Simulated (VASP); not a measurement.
# V (P6/mmm) in VASP: notebook

V is run at these levels: PBE; tasks: single point, relaxation of cell and atoms.

Program: VASP 6.6.1. These are calculated values, not measurements. Logs are shortened: lines on timing, memory, paths and dates and some standing lists are left out, and cuts for length are marked.

## (1) The cell of the first run

It takes space group P6/mmm (No. 191, hexagonal). Conventional cell: a = 2.601 Å, b = 2.601 Å, c = 2.419 Å, α = 90.00°, β = 90.00°, γ = 120.00°. V (site symmetry 6/mmm) has 8 V at 2.42 to 2.60 Å within 3.2 Å.

The cell was built from a structure type or drawn by symmetry, and may not be a known phase.

## (2) Single point, PBE

File INCAR:

```
ALGO = Normal ; EDIFF = 1E-6
ENCUT = 520 ; GGA = PE
ISIF = 2 ; ISMEAR = 0
LASPH = True ; LCHARG = False
LREAL = False ; LWAVE = False
NBANDS = 12 ; NELM = 100
PREC = Accurate ; SIGMA = 0.1
```

File KPOINTS:

```
k-points
0
Gamma
  24 24 22
```

File POSCAR:

```
V
1.0
    2.6013916193      0.0000000000      0.0000000000
   -1.3006958097      2.2528712275      0.0000000000
    0.0000000000      0.0000000000      2.4191725432
V
1
Direct
    0.0000000000      0.0000000000      0.5000000000
```

Potentials or basis: VASP PAW PBE potentials, release 64 (V_sv).

The run is started by

```console
cat potpaw_PBE.64/V_sv/POTCAR > POTCAR
mpirun -np 1 vasp_std > vasp.out
```

OUTCAR:

```text
EDIFF = 1E-6
   ENCUT = 520
   GGA = PE
   ISIF = 2
   ISMEAR = 0
   LASPH = True
   LREAL = False
   NELM = 100
   PREC = Accurate

 ion  position               nearest neighbor table
   1  0.000  0.000  0.500-

  LATTYP: Found a hexagonal cell.
 ALAT       =     2.6013916193
 C/A-ratio  =     0.9299532317

  Lattice vectors:

 A1 = (   2.6013916193,   0.0000000000,   0.0000000000)
 A2 = (  -1.3006958097,   2.2528712275,   0.0000000000)
 A3 = (   0.0000000000,   0.0000000000,   2.4191725432)

Analysis of symmetry for initial positions (statically):
=====================================================================
 Subroutine PRICEL returns:
 Original cell was already a primitive cell.

 Routine SETGRP: Setting up the symmetry group for a
 hexagonal supercell.

 Subroutine GETGRP returns: Found 24 space group operations
 (whereof 24 operations were pure point group operations)
 out of a pool of 24 trial point group operations.

The static configuration has the point symmetry D_6h.

Analysis of symmetry for dynamics (positions and initial velocities):
=====================================================================
 Subroutine PRICEL returns:
 Original cell was already a primitive cell.

 Routine SETGRP: Setting up the symmetry group for a
 hexagonal supercell.

 Subroutine GETGRP returns: Found 24 space group operations
 (whereof 24 operations were pure point group operations)
 out of a pool of 24 trial point group operations.

The dynamic configuration has the point symmetry D_6h.

 Subroutine INISYM returns: Found 24 space group operations
 (whereof 24 operations are pure point group operations),
 and found     1 'primitive' translations

----------------------------------------------------------------------------------------

                                     Primitive cell

  volume of cell :      14.1778

  direct lattice vectors                    reciprocal lattice vectors
     2.601391619  0.000000000  0.000000000     0.384409634  0.221939006  0.000000000
    -1.300695810  2.252871228  0.000000000     0.000000000  0.443878011  0.000000000
     0.000000000  0.000000000  2.419172543     0.000000000  0.000000000  0.413364480

  length of vectors
     2.601391619  2.601391619  2.419172543     0.443878011  0.443878011  0.413364480

  position of ions in fractional coordinates (direct lattice)
[... 83 lines left out ...]
   ISIF   =      2    stress and relaxation
   ISYM   =      2    0-nonsym 1-usesym 2-fastsym
   POTIM  = 0.5000    time-step for ionic-motion
   TEBEG  =    0.0;   TEEND  =   0.0 temperature during run
   PSTRESS=    0.0 pullay stress
   NELECT =      13.0000    total number of electrons
   NUPDOWN=      -1.0000    fix difference up-down
   EMIN   =  10.00;   EMAX   =-10.00  energy-range for DOS
   EFERMI =   0.00;   METHOD = LEGACY
   ISMEAR =     0;   SIGMA  =   0.10  broadening in eV -4-tet -1-fermi 0-gaus
   EFERMI_NEDOS =   21; number of points for ismear=-14 and -15
   IALGO  =     38    algorithm
   IMIX   =      4    mixing-type and parameters
     AMIX     =   0.40;   BMIX     =  1.00
     AMIX_MAG =   1.60;   BMIX_MAG =  1.00
  volume/ion in A,a.u.               =      14.18        95.68
  Fermi-wavevector in a.u.,A,eV,Ry     =   1.590449  3.005512 34.416300  2.529527
  Thomas-Fermi vector in A             =   2.689142
   LORBIT       =      0    0 simple, 1 ext, 2 COOP (PROOUT), +10 PAW based schemes
   GGA     = PE    functional components
   LHFCALC =     F    Hartree Fock is set to
   AEXX    =    0.0000 exact exchange contribution
   IVDW    =     0    specifies the selected vdW correction
   LEPSILON=     F    determine dielectric tensor
   LRPA    =     F    only Hartree local field effects (RPA)
 non-spin polarized calculation
 Gauss-broadening in eV      SIGMA  =   0.10
  energy-cutoff  :      520.00
  volume of cell :       14.18
 maximum number of plane-waves:       399
 NGX is ok and might be reduce to    20
   NGX =  9   NGY =  9   NGZ =  9

 number of electron      12.9999988 magnetization

 Free energy of the ion-electron system (eV)
  ---------------------------------------------------
  ext. energy  EPLUGINS =         0.00000000
  ---------------------------------------------------
  free energy    TOTEN  =        -8.52155645 eV

  energy without entropy =       -8.51662073  energy(sigma->0) =       -8.51908859

 E-fermi :   9.4290     XC(G=0): -12.5697

 val. band max:        9.4281658604   @ k =   0.3333   0.1250   0.5000
 cond. band min:       9.4309582893   @ k =   0.2083   0.0833   0.2727
 fundamental gap:      0.0027924289
 Fermi energy:         9.4290219871

 k-point     1 :       0.0000    0.0000    0.0000
  band No.  band energies     occupation
      1     -54.6892      2.00000
      2     -27.9887      2.00000
      3     -27.9887      2.00000
      4     -27.9236      2.00000
      5       2.7298      2.00000
      6       7.0460      2.00000
      7       9.6183      0.00745
      8       9.6183      0.00745
      9      12.7493      0.00000
     10      12.7493      0.00000
     11      26.9568      0.00000
     12      27.8707      0.00000
[... 331 lines left out ...]
 k-point    24 :       0.4583    0.0417    0.0000
  band No.  band energies     occupation
      1     -54.5205      2.00000
      2     -28.8672      2.00000
      3     -28.1993      2.00000
      4     -27.8281      2.00000
      5       6.1294      2.00000
      6       7.8394      2.00000
      7       9.8692      0.00000
      8      10.9859      0.00000
      9      12.3733      0.00000
     10      12.9605      0.00000
     11      17.9724      0.00000
     12      24.4159      0.00000

 [... further k-points ...]

------------------------ aborting loop because EDIFF is reached ----------------------------------------

  FORCE on cell =-STRESS in cart. coord.  units (eV):
  Direction    XX          YY          ZZ          XY          YZ          ZX
  --------------------------------------------------------------------------------------
  -------------------------------------------------------------------------------------
  Total        0.0167101      0.0167101      0.0358553     -0.0000000     -0.0000000      0.0000000
  in kB        1.8883375      1.8883375      4.0518650     -0.0000000     -0.0000000      0.0000000
  external PRESSURE =       2.6095133 kB  Pullay stress =       0.0000000 kB

 VOLUME and BASIS-vectors are now :
 -----------------------------------------------------------------------------
  energy-cutoff  :      520.00
  volume of cell :       14.18
      direct lattice vectors                 reciprocal lattice vectors
     2.601391619  0.000000000  0.000000000     0.384409634  0.221939006  0.000000000
    -1.300695810  2.252871228  0.000000000     0.000000000  0.443878011  0.000000000
     0.000000000  0.000000000  2.419172543     0.000000000  0.000000000  0.413364480

 POSITION                                       TOTAL-FORCE (eV/Angst)
 -----------------------------------------------------------------------------------
      0.00000      0.00000      1.20959        -0.000000      0.000000      0.000000
 -----------------------------------------------------------------------------------
    total drift:                               -0.000000      0.000000      0.000000

  FREE ENERGIE OF THE ION-ELECTRON SYSTEM (eV)
  ---------------------------------------------------
  free  energy   TOTEN  =        -8.5215564510 eV

  energy  without entropy=       -8.5166207304  energy(sigma->0) =       -8.51908859
```

stdout:

```text
POSCAR found type information on POSCAR V
 POSCAR found :  1 types and       1 ions
 scaLAPACK will be used
 LDA part: xc-table for (Slater+PW92), standard interpolation
 POSCAR, INCAR and KPOINTS ok, starting setup
 FFT: planning ... GRIDC
 FFT: planning ... GRID_SOFT
 FFT: planning ... GRID
 WAVECAR not read
 entering main loop
```

It took 35 s on 1 thread of AMD EPYC 9R45 (Zen 5), shared host; peak memory 0.19 GiB.

Results:

```
Free energy            : -8.5216 eV
Pressure               : 0.3 GPa
Band gap on the k mesh : zero (an odd number of electrons rules out a gap without spin polarisation)
```

## (3) Relaxation of cell and atoms, PBE

File INCAR:

```
PREC = Accurate
ENCUT = 600
EDIFF = 1E-6
ISMEAR = 0
SIGMA = 0.1
LREAL = False
LASPH = True
NELM = 80
ALGO = Fast
ISIF = 3
LWAVE = False
LCHARG = False
GGA = PE
IBRION = 2
NSW = 100
EDIFFG = -0.01
```

File KPOINTS:

```
Automatic mesh
0
Gamma
  24 24 22
```

File POSCAR:

```
V
1.0
    2.5907242724      0.0000000000      0.0000000000
   -1.2953621362      2.2436330341      0.0000000000
    0.0000000000      0.0000000000      2.4434413637
V
1
Direct
    0.0000000000      0.0000000000      0.5000000000
```

Potentials or basis: VASP PAW PBE potentials, release 64 (V_sv).

The run is started by

```console
cat potpaw_PBE.64/V_sv/POTCAR > POTCAR
mpirun -np 1 vasp_std > vasp.out
```

It took 2.6 min on 1 thread of AMD EPYC 9R45 (Zen 5), shared host; peak memory 0.22 GiB.

The run converged. Its results:

| Quantity | Value |
| --- | --- |
| Free energy | -8.5215 eV |
| Relaxed volume | 14.18 Å³/atom |
| Relaxed cell | a = 2.601 Å, b = 2.601 Å, c = 2.420 Å, α = 90.00°, β = 90.00°, γ = 120.00° |
| Space group after relaxing (to 0.1 Å) | P6/mmm (No. 191) |
| Energy gained by relaxing | 1.9 meV/atom |
| Ionic steps | 5 |
| Pressure after relaxing | 0.0 GPa |
| Band gap on the k mesh | zero (an odd number of electrons rules out a gap without spin polarisation) |

The path:
```tsv
step	energy change (eV)	largest force (eV/Å)	pressure (GPa)	volume (Å³)
1	0.0000	0.0000	0.07	14.20
2	-0.0014	0.0000	-0.25	14.21
3	-0.0019	0.0000	-0.22	14.21
4	-0.0019	0.0000	-0.18	14.21
5	-0.0019	0.0000	0.04	14.18
```

Final structure:
```xyz
1
Lattice="2.6009 0.0000 0.0000 -1.3005 2.2525 0.0000 0.0000 0.0000 2.4205" Properties=species:S:1:pos:R:3 pbc="T T T"
V    -1.3005    2.2525    1.2102
```

Levels at points of the mesh, in eV from the Fermi level:
```
           k point  band 3  band 4  band 5  band 6  band 7  band 8  band 9  band 10
(0.00, 0.00, 0.00)  -37.42  -37.36   -6.70   -2.38    0.19    0.19    3.32     3.32
(0.50, 0.00, 0.00)  -37.62  -37.26   -3.35   -1.58    0.55    1.53    2.96     3.45
(0.00, 0.00, 0.50)  -37.31  -37.31   -2.58   -0.37    0.76    0.76    1.36     1.36
(0.50, 0.00, 0.50)  -38.13  -37.50   -3.56   -1.76    0.52    3.63    4.32     7.06
```
